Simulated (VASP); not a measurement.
Set up this calculation in VASP 6.6.1, as the native input.

| Quantity | Value |
| --- | --- |
| Task | single point |
| Functional | PBE |
| Potentials or basis | VASP PAW PBE potentials, release 64 (In_d, Te, W_sv) |
| Cutoff | 520 eV |
| k mesh | 4 × 4 × 4 |
| Occupations | gaussian, width 0.1 eV |
| Spin | no spin polarisation |
| Dipole correction | no |
| Further INCAR settings | ALGO = Normal; EDIFF = 1e-06; NBANDS = 34 |

The structure of InTe4W lies in POSCAR:

```
InTe4W
1.0
    4.8329161165      0.0000000000      0.0000000000
    0.0000000000      4.8329161165      0.0000000000
    0.0000000000      0.0000000000      7.3998571435
In Te W
1 4 1
Direct
    0.0000000000      0.0000000000      0.0000000000
    0.5000000000      0.0000000000      0.7111773077
    0.0000000000      0.5000000000      0.2888226923
    0.5000000000      0.0000000000      0.2888226923
    0.0000000000      0.5000000000      0.7111773077
    0.5000000000      0.5000000000      0.5000000000
```

These files were run (other wordings do the same):

INCAR

```
SYSTEM = InTe4W
ALGO     = Normal         ! electronic algorithm
EDIFF    = 1E-6           ! SCF threshold, eV
ENCUT    = 520            ! plane-wave cutoff, eV
GGA      = PE             ! functional
ISIF     = 2              ! what is computed and relaxed
ISMEAR   = 0              ! smearing method
LASPH    = .True.         ! aspherical terms in the spheres
LCHARG   = .False.        ! write CHGCAR
LREAL    = .False.        ! projectors in reciprocal space
LWAVE    = .False.        ! write WAVECAR
NBANDS   = 34             ! bands
NELM     = 100            ! most SCF steps
PREC     = Accurate       ! precision mode
SIGMA    = 0.1            ! smearing width, eV
```

KPOINTS

```
k-points
0
Gamma
  4 4 4
  0 0 0
```

Potentials or basis: VASP PAW PBE potentials, release 64 (In_d, Te, W_sv).

The run is started by

```console
$ cat potpaw_PBE.64/In_d/POTCAR potpaw_PBE.64/Te/POTCAR potpaw_PBE.64/W_sv/POTCAR > POTCAR
$ mpirun -np 1 vasp_std > vasp.out
```

Results of the run:

```yaml
Pressure: 0.2 GPa
Largest_force: 0.031 eV/Å
```

Wall time 50 s on 1 thread of AMD EPYC 9R45 (Zen 5), with other jobs on the host, peak memory 0.28 GiB.
